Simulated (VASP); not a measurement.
# SnO2 (P4_2/mnm) in VASP: a series of runs

SnO2 is run at these levels: r2SCAN; tasks: single point.

Everything below comes from runs of VASP 6.6.1. Logs are shortened: lines on timing, memory, paths and dates and some standing lists are left out, and cuts for length are marked.

## (1) The cell of the first run

It takes space group P4_2/mnm (No. 136, tetragonal). Conventional cell: a = 4.692 Å, b = 4.692 Å, c = 3.179 Å, α = 90.00°, β = 90.00°, γ = 90.00°. Within 2.7 Å of Sn (site symmetry mmm) lie 6 O at 2.03 to 2.05 Å. O (site symmetry m2m) has 3 Sn at 2.03 to 2.05 Å and 1 O at 2.58 Å within 2.7 Å.

## (2) Single point, r2SCAN

File POSCAR:

```
SnO2
1.0
   -3.1791942789      3.3174461353      3.3174461353
    3.1791942789     -3.3174461353      3.3174461353
    3.1791942789      3.3174461353     -3.3174461353
Sn O
4 8
Direct
    1.0000000000      0.2500000000      0.7500000000
    0.0000000000      0.7500000000      0.2500000000
    0.5000000000      0.5000000000      0.5000000000
    0.5000000000      0.0000000000      0.0000000000
    0.1946247933      0.1946247933      0.5000000000
    0.6946247933      0.7500000000      0.9446247933
    0.1946247933      0.6946247933      1.0000000000
    0.3053752067      0.7500000000      0.5553752067
    0.6946247933      0.2500000000      0.4446247933
    0.3053752067      0.2500000000      0.0553752067
    0.8053752067      0.3053752067      0.0000000000
    0.8053752067      0.8053752067      0.5000000000
```

File INCAR.step1:

```
SYSTEM = SnO2
PREC = Accurate
ENCUT = 520
ISMEAR = 0
SIGMA = 0.02
LREAL = .False.
LASPH = .True.
NELM = 100
NBANDS = 64
GGA = PE
ALGO = Normal
EDIFF = 1E-4
LWAVE = .True.
LCHARG = .False.
```

File INCAR.step2:

```
SYSTEM = SnO2
PREC = Accurate
ENCUT = 520
EDIFF = 1E-7
ISMEAR = 0
SIGMA = 0.02
LREAL = .False.
LASPH = .True.
NELM = 100
ALGO = Normal
ISIF = 2
LWAVE = .False.
LCHARG = .False.
METAGGA = R2SCAN
LMIXTAU = .True.
NBANDS = 64
ISTART = 1
```

File KPOINTS:

```
Automatic mesh
0
Gamma
  6 6 6
  0 0 0
```

Potentials or basis: VASP PAW PBE potentials, release 64 (Sn_d, O).

The run is started by

```console
> cat potpaw_PBE.64/Sn_d/POTCAR potpaw_PBE.64/O/POTCAR > POTCAR
> cp INCAR.step1 INCAR
> mpirun -np 1 vasp_std > vasp.out
> cp INCAR.step2 INCAR
> mpirun -np 1 vasp_std > vasp.out
```

OUTCAR:

```text
SYSTEM = SnO2
   PREC = Accurate
   ENCUT = 520
   EDIFF = 1E-7
   ISMEAR = 0
   LREAL = .False.
   LASPH = .True.
   NELM = 100
   ISIF = 2
   METAGGA = R2SCAN
   ISTART = 1

 ion  position               nearest neighbor table
   1  0.000  0.250  0.750-   9 2.03  10 2.03   5 2.05   7 2.05  11 2.05  12 2.05   2 3.18   2 3.18
                             4 3.68   3 3.68   4 3.68   3 3.68   3 3.68   4 3.68   4 3.68   3 3.68
   2  0.000  0.750  0.250-   6 2.03   8 2.03   7 2.05   5 2.05  11 2.05  12 2.05   1 3.18   1 3.18
                             4 3.68   4 3.68   3 3.68   3 3.68   3 3.68   4 3.68   3 3.68   4 3.68
   3  0.500  0.500  0.500-   5 2.03  12 2.03   8 2.05   9 2.05  10 2.05   6 2.05   4 3.18   4 3.18
                             1 3.68   2 3.68   1 3.68   2 3.68   1 3.68   2 3.68   1 3.68   2 3.68
   4  0.500  0.000  0.000-   7 2.03  11 2.03   8 2.05   9 2.05  10 2.05   6 2.05   3 3.18   3 3.18
                             2 3.68   1 3.68   1 3.68   2 3.68   1 3.68   2 3.68   2 3.68   1 3.68
   5  0.195  0.195  0.500-   3 2.03   2 2.05   1 2.05
   6  0.695  0.750  0.945-   2 2.03   3 2.05   4 2.05
   7  0.195  0.695  0.000-   4 2.03   2 2.05   1 2.05
   8  0.305  0.750  0.555-   2 2.03   3 2.05   4 2.05
   9  0.695  0.250  0.445-   1 2.03   3 2.05   4 2.05
  10  0.305  0.250  0.055-   1 2.03   3 2.05   4 2.05
  11  0.805  0.305  0.000-   4 2.03   2 2.05   1 2.05
  12  0.805  0.805  0.500-   3 2.03   2 2.05   1 2.05

  LATTYP: Found a body centered tetragonal cell.
 ALAT       =     6.6348922706
 C/A-ratio  =     0.9583258173

  Lattice vectors:

 A1 = (  -3.1791942789,   3.3174461353,  -3.3174461353)
 A2 = (  -3.1791942789,  -3.3174461353,   3.3174461353)
 A3 = (   3.1791942789,   3.3174461353,   3.3174461353)

Analysis of symmetry for initial positions (statically):
=====================================================================
 Subroutine PRICEL returns following result:

  LATTYP: Found a simple tetragonal cell.
 ALAT       =     4.6915773170
 C/A-ratio  =     0.6776386840

  Lattice vectors:

 A1 = (   0.0000000000,  -3.3174461353,  -3.3174461353)
 A2 = (   0.0000000000,   3.3174461353,  -3.3174461353)
 A3 = (   3.1791942789,   0.0000000000,   0.0000000000)

   2 primitive cells build up your supercell.

 Routine SETGRP: Setting up the symmetry group for a
 body centered tetragonal supercell.

 Subroutine GETGRP returns: Found 16 space group operations
 (whereof  4 operations were pure point group operations)
 out of a pool of 16 trial point group operations.

The static configuration has the point symmetry C_2h.
 The point group associated with its full space group is D_4h.

Analysis of symmetry for dynamics (positions and initial velocities):
=====================================================================
 Subroutine PRICEL returns following result:

  LATTYP: Found a simple tetragonal cell.
 ALAT       =     4.6915773170
 C/A-ratio  =     0.6776386840

  Lattice vectors:

 A1 = (   0.0000000000,  -3.3174461353,  -3.3174461353)
 A2 = (   0.0000000000,   3.3174461353,  -3.3174461353)
 A3 = (   3.1791942789,   0.0000000000,   0.0000000000)

   2 primitive cells build up your supercell.

 Routine SETGRP: Setting up the symmetry group for a
 body centered tetragonal supercell.

 Subroutine GETGRP returns: Found 16 space group operations
 (whereof  4 operations were pure point group operations)
 out of a pool of 16 trial point group operations.

The dynamic configuration has the point symmetry C_2h.
 The point group associated with its full space group is D_4h.

 Subroutine INISYM returns: Found 16 space group operations
 (whereof  4 operations are pure point group operations),
 and found     2 'primitive' translations

----------------------------------------------------------------------------------------

                                     Primitive cell

  volume of cell :      69.9769

  direct lattice vectors                    reciprocal lattice vectors
     0.000000000 -3.317446135 -3.317446135     0.000000000 -0.150718348 -0.150718348
     0.000000000  3.317446135 -3.317446135     0.000000000  0.150718348 -0.150718348
     3.179194279  0.000000000  0.000000000     0.314545106  0.000000000  0.000000000

  length of vectors
     4.691577317  4.691577317  3.179194279     0.213147931  0.213147931  0.314545106

  position of ions in fractional coordinates (direct lattice)
     0.000000000  0.500000000  0.000000000
     0.500000000  0.000000000  0.500000000
     0.805375207  0.305375207  0.500000000
     0.305375207  0.194624793  0.000000000
     0.694624793  0.805375207  0.000000000
     0.194624793  0.694624793  0.500000000

  ion indices of the primitive-cell ions
   primitive index   ion index
                 1           1
                 2           3
                 3           5
                 4           9
                 5          10
                 6          11

----------------------------------------------------------------------------------------

 KPOINTS: Automatic mesh

Automatic generation of k-mesh.
 Grid dimensions read from file:
 generate k-points for:    6    6    6

 Generating k-lattice:

  Cartesian coordinates                     Fractional coordinates (reciprocal lattice)
     0.000000000  0.025119725  0.025119725     0.166666667  0.000000000  0.000000000
     0.026212092  0.000000000  0.025119725    -0.000000000  0.166666667  0.000000000
     0.026212092  0.025119725  0.000000000    -0.000000000  0.000000000  0.166666667

  Length of vectors
     0.035524655  0.036305294  0.036305294

  Shift w.r.t. Gamma in fractional coordinates (k-lattice)
     0.000000000  0.000000000  0.000000000

 Subroutine IBZKPT returns following result:
 ===========================================

 Found     30 irreducible k-points:

 Following reciprocal coordinates:
            Coordinates               Weight
  0.000000  0.000000  0.000000      1.000000
  0.166667  0.000000  0.000000      4.000000
  0.333333  0.000000  0.000000      4.000000
  0.500000  0.000000  0.000000      2.000000
 -0.000000  0.166667  0.000000      8.000000
  0.166667  0.166667  0.000000     16.000000
[... 16 lines left out ...]
  0.166667 -0.166667  0.166667      4.000000
  0.333333 -0.166667  0.166667      8.000000
 [... further k-points ...]
   k-points           NKPTS =     30   k-points in BZ     NKDIM =     30   number of bands    NBANDS=     64
   number of dos      NEDOS =    301   number of ions     NIONS =     12
   total plane-waves  NPLWV =  74088
   dimension x,y,z NGX =    42 NGY =   42 NGZ =   42
   dimension x,y,z NGXF=    84 NGYF=   84 NGZF=   84
   ions per type =               4   8
   NGX,Y,Z   is equivalent  to a cutoff of  12.32, 12.32, 12.32 a.u.
   NGXF,Y,Z  is equivalent  to a cutoff of  24.64, 24.64, 24.64 a.u.
 SYSTEM =  SnO2
   PREC   = accura    normal or accurate (medium, high low for compatibility)
   ISTART =      1    job   : 0-new  1-cont  2-samecut
   ICHARG =      0    charge: 1-file 2-atom 10-const
   ISPIN  =      1    spin polarized calculation?
   LNONCOLLINEAR =      F non collinear calculations
   LSORBIT =      F    spin-orbit coupling
   LASPH  =      T    aspherical Exc in radial PAW
   ENCUT  =  520.0 eV  38.22 Ry    6.18 a.u.  10.54 10.54 10.54*2*pi/ulx,y,z
   NELM   =    100;   NELMIN=  2; NELMDL=  0     # of ELM steps
   EDIFF  = 0.1E-06   stopping-criterion for ELM
   LREAL  =      F    real-space projection
   EDIFFG = 0.1E-05   stopping-criterion for IOM
   NSW    =      0    number of steps for IOM
   IBRION =     -1    ionic relax: 0-MD 1-quasi-New 2-CG
   NFREE  =      0    steps in history (QN), initial steepest desc. (CG)
   ISIF   =      2    stress and relaxation
   ISYM   =      2    0-nonsym 1-usesym 2-fastsym
   POTIM  = 0.5000    time-step for ionic-motion
   TEBEG  =    0.0;   TEEND  =   0.0 temperature during run
   PSTRESS=    0.0 pullay stress
   NELECT =     104.0000    total number of electrons
   NUPDOWN=      -1.0000    fix difference up-down
   EMIN   =  10.00;   EMAX   =-10.00  energy-range for DOS
   EFERMI =   0.00;   METHOD = LEGACY
   ISMEAR =     0;   SIGMA  =   0.02  broadening in eV -4-tet -1-fermi 0-gaus
   EFERMI_NEDOS =   21; number of points for ismear=-14 and -15
   IALGO  =     38    algorithm
   IMIX   =      4    mixing-type and parameters
     AMIX     =   0.40;   BMIX     =  1.00
     AMIX_MAG =   1.60;   BMIX_MAG =  1.00
  volume/ion in A,a.u.               =      11.66        78.70
  Fermi-wavevector in a.u.,A,eV,Ry     =   1.482829  2.802140 29.916234  2.198781
  Thomas-Fermi vector in A             =   2.596566
   LORBIT       =      0    0 simple, 1 ext, 2 COOP (PROOUT), +10 PAW based schemes
   METAGGA = R2SCAN    functional components
   LHFCALC =     F    Hartree Fock is set to
   AEXX    =    0.0000 exact exchange contribution
   IVDW    =     0    specifies the selected vdW correction
   LEPSILON=     F    determine dielectric tensor
   LRPA    =     F    only Hartree local field effects (RPA)
 non-spin polarized calculation
 Gauss-broadening in eV      SIGMA  =   0.02
  energy-cutoff  :      520.00
  volume of cell :      139.95
 maximum number of plane-waves:      3797
   NGX = 21   NGY = 21   NGZ = 21

 number of electron     104.0000004 magnetization

 Free energy of the ion-electron system (eV)
  ---------------------------------------------------
  ext. energy  EPLUGINS =         0.00000000
  ---------------------------------------------------
  free energy    TOTEN  =      -169.09382229 eV

  energy without entropy =     -169.09382229  energy(sigma->0) =     -169.09382229

 E-fermi :   6.1383     XC(G=0): -12.1789

 val. band max:        5.9795881702   @ k =   0.0000   0.0000   0.0000
 cond. band min:       8.1820740735   @ k =   0.0000   0.0000   0.0000
 fundamental gap:      2.2024859033
 Fermi energy:         6.1383049793

 k-point     1 :       0.0000    0.0000    0.0000
  band No.  band energies     occupation
      1     -15.8279      2.00000
      2     -15.5007      2.00000
      3     -15.5007      2.00000
      4     -14.9844      2.00000
      5     -14.9844      2.00000
      6     -14.8240      2.00000
[... 1597 lines left out ...]
     63      18.1107      0.00000
     64      18.5241      0.00000

 [... further k-points ...]
[... 5 lines left out ...]
  --------------------------------------------------------------------------------------
  -------------------------------------------------------------------------------------
  Total        8.3783376      7.9056202      7.9056202      0.0000000     -0.0000000      0.0000000
  in kB       95.9143573     90.5027357     90.5027357      0.0000000     -0.0000000      0.0000000
  external PRESSURE =      92.3066096 kB  Pullay stress =       0.0000000 kB

 VOLUME and BASIS-vectors are now :
 -----------------------------------------------------------------------------
  energy-cutoff  :      520.00
  volume of cell :      139.95
      direct lattice vectors                 reciprocal lattice vectors
    -3.179194279  3.317446135  3.317446135     0.000000000  0.150718348  0.150718348
     3.179194279 -3.317446135  3.317446135     0.157272553  0.000000000  0.150718348
     3.179194279  3.317446135 -3.317446135     0.157272553  0.150718348  0.000000000

 POSITION                                       TOTAL-FORCE (eV/Angst)
 -----------------------------------------------------------------------------------
      3.17919      1.65872     -1.65872         0.000000     -0.000000     -0.000000
      3.17919     -1.65872      1.65872         0.000000     -0.000000     -0.000000
      1.58960      1.65872      1.65872         0.000000     -0.000000     -0.000000
     -1.58960      1.65872      1.65872         0.000000     -0.000000     -0.000000
      1.58960      1.65872     -0.36741        -0.000000     -0.000000      0.023894
      3.17919      2.95004      1.65872         0.000000      0.023894     -0.000000
      1.58960     -1.65872      2.95004        -0.000000     -0.000000      0.023894
      3.17919      0.36741      1.65872         0.000000     -0.023894     -0.000000
      0.00000      2.95004      1.65872         0.000000      0.023894     -0.000000
     -0.00000      0.36741      1.65872         0.000000     -0.023894     -0.000000
     -1.58960      1.65872      3.68485        -0.000000     -0.000000     -0.023894
      1.58960      1.65872      3.68485         0.000000     -0.000000     -0.023894
 -----------------------------------------------------------------------------------
    total drift:                               -0.000000     -0.000000      0.000000

  FREE ENERGIE OF THE ION-ELECTRON SYSTEM (eV)
  ---------------------------------------------------
  free  energy   TOTEN  =      -169.0938222898 eV

  energy  without entropy=     -169.0938222898  energy(sigma->0) =     -169.09382229
```

Wall time 9.7 min (1 thread of Intel Xeon 6975P-C (Granite Rapids), shared host); peak memory 0.39 GiB.

Results:

- Free energy: -169.0938 eV
- Pressure: 9.2 GPa
- Largest force: 0.024 eV/Å
- Band gap on the k mesh: 2.20 eV

Forces in eV/Å, atoms in the order of the input:
```
Sn   0.000  0.000  0.000
Sn   0.000  0.000  0.000
Sn   0.000  0.000  0.000
Sn   0.000  0.000  0.000
O    0.000  0.000  0.024
O    0.000  0.024  0.000
O    0.000  0.000  0.024
O    0.000 -0.024  0.000
O    0.000  0.024  0.000
O    0.000 -0.024  0.000
O    0.000  0.000 -0.024
O    0.000  0.000 -0.024
```

Caveat: the PAW data sets were made with another functional, which shifts forces and pressure a little; spin-orbit coupling is left out, which moves the levels of the heavy elements.

## (3) Single point, r2SCAN

This run uses another cell than the first one, of 10.81 Å³/atom, 0.927 times its volume.

File POSCAR:

```
SnO2
1.0
   -3.1317369283      3.2175128806      3.2175128806
    3.1317369283     -3.2175128806      3.2175128806
    3.1317369283      3.2175128806     -3.2175128806
Sn O
4 8
Direct
    1.0000000000      0.2500000000      0.7500000000
    0.0000000000      0.7500000000      0.2500000000
    0.5000000000      0.5000000000      0.5000000000
    0.5000000000      0.0000000000      0.0000000000
    0.1950874188      0.1950874188      0.5000000000
    0.6950874188      0.7500000000      0.9450874188
    0.1950874188      0.6950874188      1.0000000000
    0.3049125812      0.7500000000      0.5549125812
    0.6950874188      0.2500000000      0.4450874188
    0.3049125812      0.2500000000      0.0549125812
    0.8049125812      0.3049125812      0.0000000000
    0.8049125812      0.8049125812      0.5000000000
```

File INCAR.step1:

```
SYSTEM = SnO2
ALGO = Normal ; EDIFF = 1E-4
ENCUT = 520 ; GGA = PE
ISMEAR = 0 ; LASPH = .True.
LCHARG = .False. ; LREAL = .False.
LWAVE = .True. ; NBANDS = 64
NELM = 100 ; PREC = Accurate
SIGMA = 0.02
```

File INCAR.step2:

```
SYSTEM = SnO2
ALGO = Normal ; EDIFF = 1E-7
ENCUT = 520 ; ISIF = 2
ISMEAR = 0 ; ISTART = 1
LASPH = .True. ; LCHARG = .True.
LELF = .True. ; LMIXTAU = .True.
LREAL = .False. ; LVHAR = .True.
LWAVE = .False. ; METAGGA = R2SCAN
NBANDS = 64 ; NELM = 100
PREC = Accurate ; SIGMA = 0.02
```

File KPOINTS:

```
k-points
0
Gamma
  6 6 6
  0 0 0
```

Potentials or basis: VASP PAW PBE potentials, release 64 (Sn_d, O).

The run is started by

```console
> cat potpaw_PBE.64/Sn_d/POTCAR potpaw_PBE.64/O/POTCAR > POTCAR
> cp INCAR.step1 INCAR
> mpirun -np 1 vasp_std > vasp.out
> cp INCAR.step2 INCAR
> mpirun -np 1 vasp_std > vasp.out
```

Run time: 18 min. Hardware: 1 thread of Intel Xeon Platinum 8259CL at 2.50GHz (Skylake/Cascade Lake), shared host; peak memory 0.39 GiB.

Results (log left out):

```
Free energy            : -167.8113 eV
Pressure               : 31.8 GPa
Largest force          : 0.015 eV/Å
Band gap on the k mesh : 3.16 eV
```

Forces in eV/Å, atoms in the order of the input:
```
Sn   0.000  0.000  0.000
Sn   0.000  0.000  0.000
Sn   0.000  0.000  0.000
Sn   0.000  0.000  0.000
O    0.000  0.000  0.015
O    0.000  0.015  0.000
O    0.000  0.000  0.015
O    0.000 -0.015  0.000
O    0.000  0.015  0.000
O    0.000 -0.015  0.000
O    0.000  0.000 -0.015
O    0.000  0.000 -0.015
```

Stress tensor (GPa, compression positive):
```
32.13  0.00  0.00
 0.00 31.66  0.00
 0.00  0.00 31.66
```

Levels at points of the mesh, in eV from the valence-band top:
```csv
k point,band 49,band 50,band 51,band 52,band 53,band 54,band 55,band 56
"(0.00, 0.00, 0.00)",-0.94,-0.85,-0.85,0.00,3.16,6.81,6.81,7.54
"(0.50, 0.00, 0.00)",-0.65,-0.65,-0.49,-0.49,6.32,6.32,8.36,8.36
"(0.00, 0.50, 0.00)",-0.87,-0.87,-0.56,-0.56,6.54,6.54,8.26,8.26
"(0.50, 0.50, 0.50)",-1.30,-1.30,-0.98,-0.98,6.79,6.79,8.32,8.32
```

Caveat: the PAW data sets were made with another functional, which shifts forces and pressure a little; spin-orbit coupling is left out, which moves the levels of the heavy elements.
